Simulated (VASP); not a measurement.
# Al in VASP: single point with r2SCAN

Aim: the single point of Al with r2SCAN.

All numbers are computed with VASP 6.6.1; they aren't measurements. Logs are shortened: lines on timing, memory, paths and dates and some standing lists are left out, and cuts for length are marked.

### Step 1. The cell of the first run

The typed cell holds 1 atom: a = 2.782 Å, b = 2.782 Å, c = 3.213 Å, α = 54.73°, β = 54.73°, γ = 70.53°.

This isn't the form of Al at room conditions, which is fcc.

### Step 2. Single point, r2SCAN

Contents of POSCAR:

```
Al
1.0
    0.0000000000      2.2719551060      1.6062722599
    2.2719551060      0.0000000000      1.6062722599
    2.2719551060      2.2719551060      0.0000000000
Al
1
Direct
    0.0000000000      0.0000000000      0.0000000000
```

Contents of INCAR.step1:

```
  PREC = Accurate
  ENCUT = 520
  ISMEAR = 0
  SIGMA = 0.15
  LREAL = False
  LASPH = True
  NELM = 100
  NBANDS = 8
  GGA = PE
  ALGO = Normal
  EDIFF = 1E-4
  LWAVE = True
  LCHARG = False
```

Contents of INCAR.step2:

```
  PREC = Accurate
  ENCUT = 520
  EDIFF = 1E-7
  ISMEAR = 0
  SIGMA = 0.15
  LREAL = False
  LASPH = True
  NELM = 100
  ALGO = Normal
  ISIF = 2
  LWAVE = False
  LCHARG = False
  METAGGA = R2SCAN
  LMIXTAU = True
  NBANDS = 8
  ISTART = 1
```

Contents of KPOINTS:

```
regular mesh
0
Gamma
  22 22 22
```

Potentials or basis: VASP PAW PBE potentials, release 64 (Al).

The run is started by

```
> cat potpaw_PBE.64/Al/POTCAR > POTCAR
> cp INCAR.step1 INCAR
> mpirun -np 1 vasp_std > vasp.out
> cp INCAR.step2 INCAR
> mpirun -np 1 vasp_std > vasp.out
```

OUTCAR:

```text
PREC = Accurate
   ENCUT = 520
   EDIFF = 1E-7
   ISMEAR = 0
   LREAL = False
   LASPH = True
   NELM = 100
   ISIF = 2
   METAGGA = R2SCAN
   ISTART = 1

 ion  position               nearest neighbor table
   1  0.000  0.000  0.000-

  LATTYP: Found a body centered tetragonal cell.
 ALAT       =     3.2130297240
 C/A-ratio  =     0.9998489886

  Lattice vectors:

 A1 = (   0.0000000000,  -2.2719551060,  -1.6062722599)
 A2 = (   0.0000000000,   2.2719551060,  -1.6062722599)
 A3 = (   2.2719551060,   0.0000000000,   1.6062722599)

Analysis of symmetry for initial positions (statically):
=====================================================================
 Subroutine PRICEL returns:
 Original cell was already a primitive cell.

 Routine SETGRP: Setting up the symmetry group for a
 body centered tetragonal supercell.

 Subroutine GETGRP returns: Found 16 space group operations
 (whereof 16 operations were pure point group operations)
 out of a pool of 16 trial point group operations.

The static configuration has the point symmetry D_4h.

Analysis of symmetry for dynamics (positions and initial velocities):
=====================================================================
 Subroutine PRICEL returns:
 Original cell was already a primitive cell.

 Routine SETGRP: Setting up the symmetry group for a
 body centered tetragonal supercell.

 Subroutine GETGRP returns: Found 16 space group operations
 (whereof 16 operations were pure point group operations)
 out of a pool of 16 trial point group operations.

The dynamic configuration has the point symmetry D_4h.

 Subroutine INISYM returns: Found 16 space group operations
 (whereof 16 operations are pure point group operations),
 and found     1 'primitive' translations

----------------------------------------------------------------------------------------

                                     Primitive cell

  volume of cell :      16.5824

  direct lattice vectors                    reciprocal lattice vectors
     0.000000000  2.271955106  1.606272260    -0.220074771  0.220074771  0.311279733
     2.271955106  0.000000000  1.606272260     0.220074771 -0.220074771  0.311279733
     2.271955106  2.271955106  0.000000000     0.220074771  0.220074771 -0.311279733

  length of vectors
     2.782425305  2.782425305  3.213029724     0.440182782  0.440182782  0.440182782

  position of ions in fractional coordinates (direct lattice)
     0.000000000  0.000000000  0.000000000

  ion indices of the primitive-cell ions
   primitive index   ion index
                 1           1

----------------------------------------------------------------------------------------

 KPOINTS: regular mesh

Automatic generation of k-mesh.
 Grid dimensions read from file:
 generate k-points for:   22   22   22

 Generating k-lattice:

  Cartesian coordinates                     Fractional coordinates (reciprocal lattice)
    -0.010003399  0.010003399  0.014149079     0.045454545  0.000000000  0.000000000
     0.010003399 -0.010003399  0.014149079     0.000000000  0.045454545  0.000000000
     0.010003399  0.010003399 -0.014149079     0.000000000  0.000000000  0.045454545

  Length of vectors
     0.020008308  0.020008308  0.020008308

  Shift w.r.t. Gamma in fractional coordinates (k-lattice)
     0.000000000  0.000000000  0.000000000

 Subroutine IBZKPT returns following result:
 ===========================================

 Found    834 irreducible k-points:

 Following reciprocal coordinates:
            Coordinates               Weight
  0.000000  0.000000  0.000000      1.000000
  0.045455 -0.000000  0.000000      8.000000
  0.090909 -0.000000  0.000000      8.000000
  0.136364 -0.000000  0.000000      8.000000
  0.181818 -0.000000  0.000000      8.000000
  0.227273  0.000000  0.000000      8.000000
[... 16 lines left out ...]
  0.500000  0.045455  0.000000      8.000000
 -0.454545  0.045455  0.000000      8.000000
 [... further k-points ...]
   k-points           NKPTS =    834   k-points in BZ     NKDIM =    834   number of bands    NBANDS=      8
   number of dos      NEDOS =    301   number of ions     NIONS =      1
   total plane-waves  NPLWV =  13824
   dimension x,y,z NGX =    24 NGY =   24 NGZ =   24
   dimension x,y,z NGXF=    48 NGYF=   48 NGZF=   48
   ions per type =               1
   NGX,Y,Z   is equivalent  to a cutoff of  14.34, 14.34, 12.42 a.u.
   NGXF,Y,Z  is equivalent  to a cutoff of  28.68, 28.68, 24.84 a.u.
 SYSTEM =  unknown system
   PREC   = accura    normal or accurate (medium, high low for compatibility)
   ISTART =      1    job   : 0-new  1-cont  2-samecut
   ICHARG =      0    charge: 1-file 2-atom 10-const
   ISPIN  =      1    spin polarized calculation?
   LNONCOLLINEAR =      F non collinear calculations
   LSORBIT =      F    spin-orbit coupling
   LASPH  =      T    aspherical Exc in radial PAW
   ENCUT  =  520.0 eV  38.22 Ry    6.18 a.u.   5.17  5.17  5.97*2*pi/ulx,y,z
   NELM   =    100;   NELMIN=  2; NELMDL=  0     # of ELM steps
   EDIFF  = 0.1E-06   stopping-criterion for ELM
   LREAL  =      F    real-space projection
   EDIFFG = 0.1E-05   stopping-criterion for IOM
   NSW    =      0    number of steps for IOM
   IBRION =     -1    ionic relax: 0-MD 1-quasi-New 2-CG
   NFREE  =      0    steps in history (QN), initial steepest desc. (CG)
   ISIF   =      2    stress and relaxation
   ISYM   =      2    0-nonsym 1-usesym 2-fastsym
   POTIM  = 0.5000    time-step for ionic-motion
   TEBEG  =    0.0;   TEEND  =   0.0 temperature during run
   PSTRESS=    0.0 pullay stress
   NELECT =       3.0000    total number of electrons
   NUPDOWN=      -1.0000    fix difference up-down
   EMIN   =  10.00;   EMAX   =-10.00  energy-range for DOS
   EFERMI =   0.00;   METHOD = LEGACY
   ISMEAR =     0;   SIGMA  =   0.15  broadening in eV -4-tet -1-fermi 0-gaus
   EFERMI_NEDOS =   21; number of points for ismear=-14 and -15
   IALGO  =     38    algorithm
   IMIX   =      4    mixing-type and parameters
     AMIX     =   0.40;   BMIX     =  1.00
     AMIX_MAG =   1.60;   BMIX_MAG =  1.00
  volume/ion in A,a.u.               =      16.58       111.90
  Fermi-wavevector in a.u.,A,eV,Ry     =   0.925903  1.749704 11.664236  0.857297
  Thomas-Fermi vector in A             =   2.051808
   LORBIT       =      0    0 simple, 1 ext, 2 COOP (PROOUT), +10 PAW based schemes
   METAGGA = R2SCAN    functional components
   LHFCALC =     F    Hartree Fock is set to
   AEXX    =    0.0000 exact exchange contribution
   IVDW    =     0    specifies the selected vdW correction
   LEPSILON=     F    determine dielectric tensor
   LRPA    =     F    only Hartree local field effects (RPA)
 non-spin polarized calculation
 Gauss-broadening in eV      SIGMA  =   0.15
  energy-cutoff  :      520.00
  volume of cell :       16.58
 maximum number of plane-waves:       466
 NGX is ok and might be reduce to    24
   NGX = 11   NGY = 11   NGZ = 11

 number of electron       3.0000000 magnetization

 Free energy of the ion-electron system (eV)
  ---------------------------------------------------
  ext. energy  EPLUGINS =         0.00000000
  ---------------------------------------------------
  free energy    TOTEN  =        -6.62451404 eV

  energy without entropy =       -6.62029791  energy(sigma->0) =       -6.62240598

 E-fermi :   7.9995     XC(G=0): -10.9051

 val. band max:        7.9717791543   @ k =  -0.4091   0.2273   0.0000
 cond. band min:       8.0308451957   @ k =   0.5000   0.0909   0.3636
 fundamental gap:      0.0590660414
 Fermi energy:         7.9995276358

 k-point     1 :       0.0000    0.0000    0.0000
  band No.  band energies     occupation
      1      -3.8458      2.00000
      2      21.9825      0.00000
      3      21.9862      0.00000
      4      21.9862      0.00000
      5      23.8156      0.00000
      6      23.8156      0.00000
      7      23.8173      0.00000
      8      25.2026      0.00000

 k-point     2 :       0.0455   -0.0000    0.0000
  band No.  band energies     occupation
      1      -3.7827      2.00000
      2      21.1552      0.00000
      3      21.5054      0.00000
      4      21.7078      0.00000
      5      23.4829      0.00000
      6      24.1350      0.00000
      7      24.3982      0.00000
      8      24.5554      0.00000

 k-point     3 :       0.0909   -0.0000    0.0000
  band No.  band energies     occupation
      1      -3.5936      2.00000
      2      19.4301      0.00000
      3      20.6884      0.00000
      4      21.0504      0.00000
      5      22.7639      0.00000
      6      23.7633      0.00000
      7      24.6442      0.00000
      8      25.4010      0.00000

 k-point     4 :       0.1364   -0.0000    0.0000
  band No.  band energies     occupation
      1      -3.2788      2.00000
      2      17.4563      0.00000
      3      19.8861      0.00000
      4      20.2619      0.00000
      5      21.9663      0.00000
      6      23.0993      0.00000
      7      25.1780      0.00000
      8      25.6444      0.00000

 k-point     5 :       0.1818   -0.0000    0.0000
  band No.  band energies     occupation
      1      -2.8393      2.00000
      2      15.4524      0.00000
      3      19.1597      0.00000
      4      19.4773      0.00000
      5      21.2058      0.00000
      6      22.4972      0.00000
      7      25.7621      0.00000
      8      25.9834      0.00000
[... 177 lines left out ...]
 k-point    22 :       0.4545    0.0455    0.0000
  band No.  band energies     occupation
      1       2.3740      2.00000
      2       5.1199      2.00000
      3      15.5842      0.00000
      4      18.0134      0.00000
      5      18.0450      0.00000
      6      20.9013      0.00000
      7      28.2059      0.00000
      8      30.4048      0.00000

 k-point    23 :       0.5000    0.0455    0.0000
  band No.  band energies     occupation
      1       3.3425      2.00000
      2       4.0407      2.00000
      3      15.5290      0.00000
      4      17.9573      0.00000
      5      17.9914      0.00000
      6      20.8533      0.00000
      7      28.7574      0.00000
      8      29.9550      0.00000

 k-point    24 :      -0.4545    0.0455    0.0000
  band No.  band energies     occupation
      1       2.3736      2.00000
      2       5.1203      2.00000
      3      15.5838      0.00000
      4      18.0131      0.00000
      5      18.0454      0.00000
      6      20.9017      0.00000
      7      28.2107      0.00000
      8      30.3999      0.00000

 [... further k-points ...]

------------------------ aborting loop because EDIFF is reached ----------------------------------------

  FORCE on cell =-STRESS in cart. coord.  units (eV):
  Direction    XX          YY          ZZ          XY          YZ          ZX
  --------------------------------------------------------------------------------------
  -------------------------------------------------------------------------------------
  Total       -0.2160623     -0.2160623     -0.2165306      0.0000000      0.0000000      0.0000000
  in kB      -20.8756978    -20.8756978    -20.9209386      0.0000000      0.0000000      0.0000000
  external PRESSURE =     -20.8907780 kB  Pullay stress =       0.0000000 kB

 VOLUME and BASIS-vectors are now :
 -----------------------------------------------------------------------------
  energy-cutoff  :      520.00
  volume of cell :       16.58
      direct lattice vectors                 reciprocal lattice vectors
     0.000000000  2.271955106  1.606272260    -0.220074771  0.220074771  0.311279733
     2.271955106  0.000000000  1.606272260     0.220074771 -0.220074771  0.311279733
     2.271955106  2.271955106  0.000000000     0.220074771  0.220074771 -0.311279733

 POSITION                                       TOTAL-FORCE (eV/Angst)
 -----------------------------------------------------------------------------------
      0.00000      0.00000      0.00000         0.000000      0.000000      0.000000
 -----------------------------------------------------------------------------------
    total drift:                                0.000000      0.000000      0.000000

  FREE ENERGIE OF THE ION-ELECTRON SYSTEM (eV)
  ---------------------------------------------------
  free  energy   TOTEN  =        -6.6245140424 eV

  energy  without entropy=       -6.6202979078  energy(sigma->0) =       -6.62240598
```

Run time: 2.1 min. Hardware: 1 thread of Intel Xeon Platinum 8559C (Emerald Rapids), shared host; peak memory 0.21 GiB.

What came out:

- Free energy: -6.6245 eV
- Pressure: -2.1 GPa
- Band gap on the k mesh: zero (an odd number of electrons rules out a gap without spin polarisation)

Caveat: the PAW data sets were made with another functional, which shifts forces and pressure a little.

The gap in the log of VASP goes by the Fermi energy; the results here count the filled bands.